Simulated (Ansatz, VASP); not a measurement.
**Two plane-wave programs on Fe3Ge**

```
Fe Ge
1.0
     3.66050    0.00000    0.00000
     0.00000    3.66050    0.00000
     0.00000    0.00000    3.66050
Fe Ge
3 1
Direct
  0.00000 0.50000 0.50000
  0.50000 0.50000 0.00000
  0.50000 0.00000 0.50000
  0.00000 0.00000 0.00000
```

Alike in both runs: task relaxation of cell and atoms; functional LDA; k mesh 6 × 6 × 6; occupations fermi-dirac, width 0.1 eV; collinear spin.

|  | VASP | Ansatz |
| --- | --- | --- |
| version | VASP 6.6.1 | Ansatz 0.2.0 |
| potentials or method | VASP PAW LDA potentials, release 64 (Fe, Ge_d), cutoff 600 eV | plane waves, PAW |
| valence electrons in the cell | 38 | 62 |

|  | VASP | Ansatz | Ansatz less VASP |
| --- | --- | --- | --- |
| net moment per atom (μB) | 1.33 | 1.42 | +0.088 |
| size of the moment on the site where the two differ most (μB) | 1.77 | 1.90 | +0.129 |
| relaxed volume (Å³/atom) | 10.99 | 11.04 | +0.047 |
| relaxed cell length with the largest relative difference (Å) | 3.529 | 3.534 | +0.0050 |

LDA's correlation is that of Perdew and Zunger in VASP and of Perdew and Wang (1992) in Ansatz. Site moments also hang on the region over which each program counts them. VASP's potentials hold 38 valence electrons a cell and Ansatz's 62, so a difference there can come from the potentials and not from the codes. Ansatz's warnings: given moment on shells.
